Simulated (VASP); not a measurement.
# NaHf3NbBi3 (P-6m2) in VASP: further runs, part 2 of 2

VASP 6.6.1.

## 3. Relaxation of cell and atoms, PBE

This run uses another cell than the first one, of 27.30 Å³/atom.

Input file INCAR:

```
PREC = Accurate ; ENCUT = 500
EDIFF = 1E-7 ; ISMEAR = 0
SIGMA = 0.2 ; LREAL = F
LASPH = T ; NELM = 120
ALGO = Normal ; ISIF = 3
LWAVE = F ; LCHARG = F
GGA = PE ; IBRION = 2
NSW = 36 ; EDIFFG = -0.08
GGA_COMPAT = F ; NELMIN = 4
```

Input file KPOINTS:

```
regular mesh
0
Gamma
  3 3 3
```

Input file POSCAR:

```
NaHf3NbBi3
1.0
    6.1099305400      0.0000000000      0.0000000000
   -3.0549652700      5.2913550700      0.0000000000
    0.0000000000      0.0000000000      6.7561518700
Na Hf Nb Bi
1 3 1 3
Direct
    0.3333333300      0.6666666700      0.0000000000
    0.5443558300      0.4556441700      0.5000000000
    0.5443558300      0.0887116600      0.5000000000
    0.9112883400      0.4556441700      0.5000000000
    0.3333333300      0.6666666700      0.5000000000
    0.6666666700      0.3333333300      0.1796153700
    0.6666666700      0.3333333300      0.8203846300
    0.0000000000      0.0000000000      0.0000000000
```

Potentials or basis: VASP PAW PBE potentials, release 64 (Na_pv, Hf_pv, Nb_sv, Bi_d).

The run is started by

```bash
$ cat potpaw_PBE.64/Na_pv/POTCAR potpaw_PBE.64/Hf_pv/POTCAR potpaw_PBE.64/Nb_sv/POTCAR potpaw_PBE.64/Bi_d/POTCAR > POTCAR
$ mpirun -np 1 vasp_std > vasp.out
```

OUTCAR:

```text
PREC = Accurate
   ENCUT = 500
   EDIFF = 1E-7
   ISMEAR = 0
   LREAL = F
   LASPH = T
   NELM = 120
   ISIF = 3
   GGA = PE
   IBRION = 2
   NSW = 36
   EDIFFG = -0.08
   NELMIN = 4

 ion  position               nearest neighbor table
   1  0.333  0.667  0.000-
   2  0.544  0.456  0.500-   5 2.23   4 2.24   3 2.24   6 2.52   7 2.52   4 3.87   3 3.87
   3  0.544  0.089  0.500-   5 2.23   4 2.24   2 2.24   6 2.52   7 2.52   2 3.87   4 3.87
   4  0.911  0.456  0.500-   5 2.23   2 2.24   3 2.24   6 2.52   7 2.52   2 3.87   3 3.87
   5  0.333  0.667  0.500-   4 2.23   3 2.23   2 2.23
   6  0.667  0.333  0.180-   7 2.43   4 2.52   3 2.52   2 2.52   8 3.73   8 3.73   8 3.73
   7  0.667  0.333  0.820-   6 2.43   4 2.52   3 2.52   2 2.52   8 3.73   8 3.73   8 3.73
   8  0.000  0.000  0.000-   6 3.73   7 3.73   6 3.73   7 3.73   6 3.73   7 3.73

  LATTYP: Found a hexagonal cell.
 ALAT       =     6.1099305400
 C/A-ratio  =     1.1057657408

  Lattice vectors:

 A1 = (   6.1099305400,   0.0000000000,   0.0000000000)
 A2 = (  -3.0549652700,   5.2913550700,   0.0000000000)
 A3 = (   0.0000000000,   0.0000000000,   6.7561518700)

Analysis of symmetry for initial positions (statically):
=====================================================================
 Subroutine PRICEL returns:
 Original cell was already a primitive cell.

 Routine SETGRP: Setting up the symmetry group for a
 hexagonal supercell.

 Subroutine GETGRP returns: Found 12 space group operations
 (whereof 12 operations were pure point group operations)
 out of a pool of 24 trial point group operations.

The static configuration has the point symmetry D_3h.

Analysis of symmetry for dynamics (positions and initial velocities):
=====================================================================
 Subroutine PRICEL returns:
 Original cell was already a primitive cell.

 Routine SETGRP: Setting up the symmetry group for a
 hexagonal supercell.

 Subroutine GETGRP returns: Found 12 space group operations
 (whereof 12 operations were pure point group operations)
 out of a pool of 24 trial point group operations.

The dynamic configuration has the point symmetry D_3h.

 Subroutine INISYM returns: Found 12 space group operations
[... 110 lines left out ...]
     AMIX_MAG =   1.60;   BMIX_MAG =  1.00
  volume/ion in A,a.u.               =      27.30       184.25
  Fermi-wavevector in a.u.,A,eV,Ry     =   1.240362  2.343945 20.932540  1.538498
  Thomas-Fermi vector in A             =   2.374806
   LORBIT       =      0    0 simple, 1 ext, 2 COOP (PROOUT), +10 PAW based schemes
   GGA     = PE    functional components
   LHFCALC =     F    Hartree Fock is set to
   AEXX    =    0.0000 exact exchange contribution
   IVDW    =     0    specifies the selected vdW correction
   LEPSILON=     F    determine dielectric tensor
   LRPA    =     F    only Hartree local field effects (RPA)
 conjugate gradient relaxation of ions
 non-spin polarized calculation
 Gauss-broadening in eV      SIGMA  =   0.20
  energy-cutoff  :      500.00
  volume of cell :      218.43
 maximum number of plane-waves:      5565
 NGX is ok and might be reduce to    48
   NGX = 23   NGY = 23   NGZ = 25

--------------------------------------- Ionic step        1  -------------------------------------------

 number of electron      94.9999982 magnetization

 Free energy of the ion-electron system (eV)
  ---------------------------------------------------
  ext. energy  EPLUGINS =         0.00000000
  ---------------------------------------------------
  free energy    TOTEN  =       -30.56054377 eV

  energy without entropy =      -30.40668350  energy(sigma->0) =      -30.48361364

 E-fermi :   5.3056     XC(G=0):  -9.6983

 val. band max:        5.2104739842   @ k =   0.3333  -0.0000   0.3333
 cond. band min:       5.3410441214   @ k =   0.0000   0.0000   0.0000
 fundamental gap:      0.1305701371
 Fermi energy:         5.3055842569

 k-point     1 :       0.0000    0.0000    0.0000
  band No.  band energies     occupation
      1     -48.7827      2.00000
      2     -28.1014      2.00000
      3     -27.0880      2.00000
      4     -27.0880      2.00000
      5     -25.7825      2.00000
      6     -25.2053      2.00000
[... 468 lines left out ...]
  FREE ENERGIE OF THE ION-ELECTRON SYSTEM (eV)
  ---------------------------------------------------
  free  energy   TOTEN  =       -36.1701012838 eV

  energy  without entropy=      -35.9450159579  energy(sigma->0) =      -36.05755862

[... ionic steps 4 to 9 ...]

--------------------------------------- Ionic step       10  -------------------------------------------

 number of electron      94.9999958 magnetization

------------------------ aborting loop because EDIFF is reached ----------------------------------------
[... 79 lines left out ...]
--------------------------------------- Ionic step       12  -------------------------------------------

 number of electron      94.9999952 magnetization

 Free energy of the ion-electron system (eV)
  ---------------------------------------------------
  ext. energy  EPLUGINS =         0.00000000
  ---------------------------------------------------
  free energy    TOTEN  =       -41.30071744 eV

  energy without entropy =      -41.04966045  energy(sigma->0) =      -41.17518894

 E-fermi :   2.2167     XC(G=0):  -7.9573

 val. band max:        2.1655925396   @ k =   0.3333   0.3333   0.0000
 cond. band min:       2.2387972424   @ k =   0.0000   0.0000   0.3333
 fundamental gap:      0.0732047027
 Fermi energy:         2.2167382489

 k-point     1 :       0.0000    0.0000    0.0000
  band No.  band energies     occupation
      1     -51.5519      2.00000
      2     -29.5805      2.00000
      3     -29.5805      2.00000
      4     -29.0252      2.00000
      5     -28.8030      2.00000
      6     -28.8030      2.00000
[... 384 lines left out ...]
  FREE ENERGIE OF THE ION-ELECTRON SYSTEM (eV)
  ---------------------------------------------------
  free  energy   TOTEN  =       -41.3007174389 eV

  energy  without entropy=      -41.0496604482  energy(sigma->0) =      -41.17518894

 reached required accuracy - stopping structural energy minimisation
```

OSZICAR:

```text
N       E                     dE             d eps       ncg     rms          rms(c)
DAV:   1     0.116881557051E+04    0.11688E+04   -0.48527E+04   684   0.182E+03
DAV:   2     0.131650907577E+03   -0.10372E+04   -0.10135E+04   684   0.572E+02
DAV:   3    -0.246943890132E+02   -0.15635E+03   -0.14514E+03   954   0.217E+02
[... 195 lines left out ...]
DAV:   8    -0.413007204184E+02   -0.43898E-07   -0.29775E-05   992   0.305E-02    0.160E-02
DAV:   9    -0.413007176507E+02    0.27677E-05   -0.94582E-06  1088   0.126E-02    0.893E-03
DAV:  10    -0.413007171604E+02    0.49039E-06   -0.11706E-06   792   0.435E-03    0.271E-03
DAV:  11    -0.413007174766E+02   -0.31624E-06   -0.83251E-08   444   0.173E-03    0.130E-03
DAV:  12    -0.413007174389E+02    0.37717E-07   -0.48435E-08   410   0.965E-04
  12 F= -.41300717E+02 E0= -.41175189E+02  d E =-.310100E-02
```

Wall time 37 min (1 thread of AMD EPYC 7R13, shared host); peak memory 0.37 GiB.

Results:

```
Free energy                           : -41.3007 eV
Relaxed volume                        : 41.95 Å³/atom
Relaxed cell                          : a = 7.000 Å, b = 7.000 Å, c = 7.909 Å, α = 90.00°, β = 90.00°, γ = 120.00°
Space group after relaxing (to 0.1 Å) : P-6m2 (No. 187)
Energy gained by relaxing             : 1342.5 meV/atom
Ionic steps                           : 12
Pressure after relaxing               : 0.1 GPa
Largest force after relaxing          : 0.076 eV/Å
Band gap on the k mesh                : zero (an odd number of electrons rules out a gap without spin polarisation)
```

Forces in eV/Å, atoms in the order of the input:
```
Na   0.000  0.000  0.000
Hf  -0.029  0.017  0.000
Hf   0.000 -0.034  0.000
Hf   0.029  0.017  0.000
Nb   0.000  0.000  0.000
Bi   0.000  0.000  0.076
Bi   0.000  0.000 -0.076
Bi   0.000  0.000  0.000
```

Stress tensor (GPa, compression positive):
```
 0.12  0.00  0.00
 0.00  0.12  0.00
 0.00  0.00 -0.01
```

Step by step:
```csv
step,energy change (eV),largest force (eV/Å),pressure (GPa),volume (Å³)
1,0.0000,11.6337,36.22,218.43
2,-3.5787,6.6641,-0.03,475.78
3,-5.6096,6.1147,-0.24,423.64
4,-7.1361,5.6651,0.07,384.57
5,-9.2083,3.9773,5.66,293.85
6,-9.1809,4.0604,4.15,306.34
7,-9.2095,3.9248,4.71,301.33
8,-10.5416,0.5983,-1.93,366.40
9,-10.6189,0.9551,-1.13,348.65
10,-10.7364,0.2213,0.05,335.21
11,-10.7371,0.1517,0.16,334.17
12,-10.7402,0.0755,0.08,335.62
```

Final structure:
```cif
data_structure
_symmetry_space_group_name_H-M 'P 1'
_symmetry_Int_Tables_number 1
_cell_length_a 7.0001
_cell_length_b 7.0001
_cell_length_c 7.9087
_cell_angle_alpha 90.000
_cell_angle_beta 90.000
_cell_angle_gamma 120.000
_cell_volume 335.62
loop_
_atom_site_label
_atom_site_type_symbol
_atom_site_fract_x
_atom_site_fract_y
_atom_site_fract_z
_atom_site_occupancy
Na1 Na 0.33333 0.66667 0.00000 1
Hf1 Hf 0.52834 0.47166 0.50000 1
Hf2 Hf 0.52834 0.05668 0.50000 1
Hf3 Hf 0.94332 0.47166 0.50000 1
Nb1 Nb 0.33333 0.66667 0.50000 1
Bi1 Bi 0.66667 0.33333 0.19021 1
Bi2 Bi 0.66667 0.33333 0.80979 1
Bi3 Bi 0.00000 0.00000 0.00000 1
```

Caveat: the k points lie up to 0.35 Å⁻¹ apart in the final cell, too coarse for converged energies and pressures of a metal; the volume moved by over 15 % at a fixed basis, so the end points are rough; spin-orbit coupling is left out, which moves the levels of the heavy elements; the relaxation stopped at a loose force limit of 0.08 eV/Å, so its end isn't a converged minimum.
